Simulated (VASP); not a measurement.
A run of VASP 6.6.1:

POSCAR

```
ZnS
1.0
    0.0000000000      2.6838652254      2.6838652254
    2.6838652254      0.0000000000      2.6838652254
    2.6838652254      2.6838652254      0.0000000000
Zn S
1 1
Direct
    0.7500000000      0.7500000000      0.7500000000
    0.0000000000      0.0000000000      0.0000000000
```

The input INCAR.step1:

```
SYSTEM = ZnS
PREC = Accurate
ENCUT = 520
ISMEAR = -1
SIGMA = 0.05
LREAL = .False.
LASPH = .True.
NELM = 60
NBANDS = 16
GGA = PE
ALGO = Normal
EDIFF = 1E-4
LWAVE = .True.
LCHARG = .False.
```

Contents of INCAR.step2:

```
SYSTEM = ZnS
PREC = Accurate
ENCUT = 520
EDIFF = 1E-7
ISMEAR = -1
SIGMA = 0.05
LREAL = .False.
LASPH = .True.
NELM = 60
ALGO = Normal
ISIF = 2
LWAVE = .False.
LCHARG = .False.
METAGGA = R2SCAN
LMIXTAU = .True.
IVDW = 13
VDW_S6 = 1.0
VDW_S8 = 0.6018749
VDW_A1 = 0.51559235
VDW_A2 = 5.77342911
NBANDS = 16
ISTART = 1
```

File KPOINTS:

```
Automatic mesh
0
Gamma
  9 9 9
  0 0 0
```

Potentials or basis: VASP PAW PBE potentials, release 64 (Zn, S).

Run with:

```console
$ cat potpaw_PBE.64/Zn/POTCAR potpaw_PBE.64/S/POTCAR > POTCAR
$ cp INCAR.step1 INCAR
$ mpirun -np 1 vasp_std > vasp.out
$ cp INCAR.step2 INCAR
$ mpirun -np 1 vasp_std > vasp.out
```

Hardware: 1 thread of AMD EPYC 9R45 96-Core Processor (Zen 5), on a shared host.

Problem. How long does it take, and how much memory?

Solution. Run time: 58 s on 1 thread of AMD EPYC 9R45 96-Core Processor (Zen 5), on a shared host, peak memory 0.14 GiB. Counts: k points 35.
